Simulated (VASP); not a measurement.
A run of VASP 6.6.1:

File INCAR:

```
SYSTEM = K2S
  PREC = Accurate
  ENCUT = 500
  EDIFF = 1E-6
  ISMEAR = 0
  SIGMA = 0.01
  LREAL = .FALSE.
  LASPH = .TRUE.
  NELM = 120
  ALGO = Normal
  ISIF = 2
  LWAVE = .FALSE.
  LCHARG = .FALSE.
  GGA = PE
  NBANDS = 19
  GGA_COMPAT = .FALSE.
```

KPOINTS

```
regular mesh
0
G
  4 4 4
  0 0 0
```

POSCAR

```
K2S
1.0
    0.0000000000      3.7027186904      3.7027186904
    3.7027186904      0.0000000000      3.7027186904
    3.7027186904      3.7027186904      0.0000000000
K S
2 1
Direct
    0.2500000000      0.2500000000      0.2500000000
    0.7500000000      0.7500000000      0.7500000000
    0.0000000000      0.0000000000      0.0000000000
```

Potentials or basis: VASP PAW PBE potentials, release 64 (K_sv, S).

Launch:

```bash
$ cat potpaw_PBE.64/K_sv/POTCAR potpaw_PBE.64/S/POTCAR > POTCAR
$ mpirun -np 1 vasp_std > vasp.out
```

Hardware: 1 thread of AMD EPYC 7R13 Processor (Zen 3), on a shared host.

Q: How long does it take, and how much memory?

A: Wall time 18 s on 1 thread of AMD EPYC 7R13 Processor (Zen 3), on a shared host, peak memory 0.2 GiB. Counts: scf iterations 15, k points 8.
